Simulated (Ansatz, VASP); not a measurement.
**H in VASP and in Ansatz**

The input INCAR:

```
SYSTEM = H
  PREC = Accurate
  ENCUT = 520
  EDIFF = 1E-8
  ISMEAR = -1
  SIGMA = 0.01
  LREAL = .FALSE.
  LASPH = .TRUE.
  NELM = 100
  ALGO = Normal
  ISIF = 2
  LWAVE = .FALSE.
  LCHARG = .FALSE.
  GGA = PE
  LEFG = .TRUE.
  NBANDS = 8
```

Contents of KPOINTS:

```
regular mesh
0
G
  13 13 7
  0 0 0
```

POSCAR

```
H
1.0
    2.0545193124      0.0000000000      0.0000000000
   -1.0272596562      1.7792659171      0.0000000000
    0.0000000000      0.0000000000      3.3004867062
H
2
Direct
    0.3333333333      0.6666666667      0.2500000000
    0.6666666667      0.3333333333      0.7500000000
```

Input for Ansatz:

```yaml
crystal:
  lattice:
    - [2.0545193124, 0.0, 0.0]
    - [-1.0272596562, 1.7792659171, 0.0]
    - [0.0, 0.0, 3.3004867062]
  atoms:
    - { symbol: H, position: [0.3333333333, 0.6666666667, 0.25] }
    - { symbol: H, position: [0.6666666667, 0.3333333333, 0.75] }
kpoints:
  mp_grid: { grid: [13, 13, 7] }
scf:
  occupations: { method: fermi_dirac, width: 0.01 }
hamiltonian:
  xc: pbe
  pseudopotentials: { kind: paw }
output:
  forces: true
  stress: true
  eigenvalues: true
  efg: { contact_densities: true }
```

Change from the starting cell: volume scaled by 1.06, PAW files.

Alike in both runs: task electric field gradients; functional PBE; k mesh 13 × 13 × 7; occupations fermi-dirac, width 0.01 eV; no spin polarisation.

```csv
,VASP,Ansatz
version,VASP 6.6.1,Ansatz 0.2.0
potentials or method,"VASP PAW PBE potentials, release 64 (H)","PAW with Ansatz's default frozen-core files, scalar-relativistic"
plane-wave cutoff (eV),520,420
valence electrons in the cell,2,2
```

|  | VASP | Ansatz | Ansatz less VASP |
| --- | --- | --- | --- |
| pressure (GPa) | -23.5 | -23.2 | +0.24 |
| traceless stress, the component that is largest in VASP (GPa) | -1.96 | -1.98 | -0.015 |
